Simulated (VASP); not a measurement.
Set up this calculation in VASP 6.6.1, as the native input.

```yaml
Task: single point
Functional: HSE06
Potentials_or_basis: VASP PAW PBE potentials, release 64 (Ti_sv, O)
Cutoff: 520 eV
k_mesh: 6 × 6 × 6
Occupations: gaussian, width 0.01 eV
Spin: no spin polarisation
Dipole_correction: no
Grid_for_exact_exchange_PRECFOCK: Normal
Further_INCAR_settings: ALGO = Normal; EDIFF = 1e-06; NBANDS = 19
Share_of_exact_exchange: 0.25
Screening_parameter: 0.2079 1/Å
```

The system is TiO2.

```
Ti O
1.0
     0.00000    2.39683    2.52697
     2.39683    0.00000    2.52697
     2.39683    2.39683    0.00000
Ti O
1 2
Direct
  0.00000 0.00000 0.00000
  0.25000 0.25000 0.25000
  0.75000 0.75000 0.75000
```

This cell differs from its parent crystal: uniaxial z strain +5.4%.

One way to write it, as run:

POSCAR

```
TiO2
1.0
    0.0000000000      2.3968272579      2.5269749780
    2.3968272579      0.0000000000      2.5269749780
    2.3968272579      2.3968272579      0.0000000000
Ti O
1 2
Direct
    0.0000000000      0.0000000000      0.0000000000
    0.2500000000      0.2500000000      0.2500000000
    0.7500000000      0.7500000000      0.7500000000
```

INCAR.step1

```
  ALGO = Normal
  EDIFF = 1E-5
  ENCUT = 520
  GGA = PE
  GGA_COMPAT = False
  ISIF = 2
  ISMEAR = 0
  KPAR = 4
  LASPH = True
  LCHARG = False
  LREAL = False
  LWAVE = True
  NBANDS = 19
  NELM = 120
  PREC = Accurate
  SIGMA = 0.01
```

INCAR.step2

```
  ALGO = Normal
  EDIFF = 1E-6
  ENCUT = 520
  GGA = PE
  GGA_COMPAT = False
  HFSCREEN = 0.2079
  ISIF = 2
  ISMEAR = 0
  ISTART = 1
  KPAR = 4
  LASPH = True
  LCHARG = False
  LHFCALC = True
  LREAL = False
  LWAVE = False
  NBANDS = 19
  NELM = 120
  PREC = Accurate
  PRECFOCK = Normal
  SIGMA = 0.01
```

KPOINTS

```
k-points
0
Gamma
  6 6 6
```

Potentials or basis: VASP PAW PBE potentials, release 64 (Ti_sv, O).

The run is started by

```console
$ cat potpaw_PBE.64/Ti_sv/POTCAR potpaw_PBE.64/O/POTCAR > POTCAR
$ cp INCAR.step1 INCAR
$ mpirun -np 4 vasp_std > vasp.out
$ cp INCAR.step2 INCAR
$ mpirun -np 4 vasp_std > vasp.out
```

Results of the run:

The pressure is -15.7 GPa and the band gap on the k mesh is 2.14 eV (least direct gap 2.79 eV).

Caveat: the cell differs from its parent crystal (uniaxial z strain +5.4%); the stress differs along the axes, from -35 to -6 GPa; the structure was generated, so it needn't be the stable form of TiO2; the PAW data sets were made with another functional, which shifts forces and pressure a little.

It took 32 min on 4 MPI ranks on Intel(R) Xeon(R) Platinum 8259CL CPU @ 2.50GHz (Skylake/Cascade Lake) (shared host), peak memory 0.26 GiB a rank.
